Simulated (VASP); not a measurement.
Wanted: the native input for a VASP 6.6.1 run.

- Task: single point
- Functional: PBEsol
- Dispersion: D3(BJ)
- Potentials or basis: VASP PAW PBE potentials, release 64 (Ti_sv, O)
- Cutoff: 520 eV
- k mesh: 18 × 18 × 8
- Occupations: gaussian, width 0.1 eV
- Spin: no spin polarisation
- Dipole correction: no
- Further INCAR settings: ALGO = Normal; EDIFF = 1e-06; NBANDS = 26

The structure of TiO lies in POSCAR:

```
TiO
1.0
    2.7935507922      0.0000000000      0.0000000000
   -1.3967753961      2.4192859528      0.0000000000
    0.0000000000      0.0000000000      5.4081359081
Ti O
2 2
Direct
    0.3333333333      0.6666666667      0.2500000000
    0.6666666667      0.3333333333      0.7500000000
    0.0000000000      0.0000000000      0.0000000000
    0.0000000000      0.0000000000      0.5000000000
```

One way to write it, as run:

INCAR

```
PREC = Accurate
ENCUT = 520
EDIFF = 1E-6
ISMEAR = 0
SIGMA = 0.1
LREAL = F
LASPH = T
NELM = 100
ALGO = Normal
ISIF = 2
LWAVE = F
LCHARG = F
GGA = PS
IVDW = 12
NBANDS = 26
```

KPOINTS

```
Automatic mesh
0
Gamma
  18 18 8
```

Potentials or basis: VASP PAW PBE potentials, release 64 (Ti_sv, O).

The run is started by

```bash
$ cat potpaw_PBE.64/Ti_sv/POTCAR potpaw_PBE.64/O/POTCAR > POTCAR
$ mpirun -np 1 vasp_std > vasp.out
```

It gave:

```
Pressure                   : 0.9 GPa
Band gap on the k mesh     : zero (band 18 reaches 12.28 eV, above the bottom of band 19 at 11.95 eV)
Dispersion energy per atom : -0.405 eV
```

Caveat: the PAW data sets were made with another functional, which shifts forces and pressure a little; semilocal functionals often make such compounds metallic where correlation or magnetic order opens a gap, which also shifts bond lengths; pairwise dispersion overbinds metals, which lowers pressure and volume.

Wall time 100 s on 1 thread of AMD EPYC 9R45 96-Core Processor (Zen 5) (shared host), peak memory 0.25 GiB.
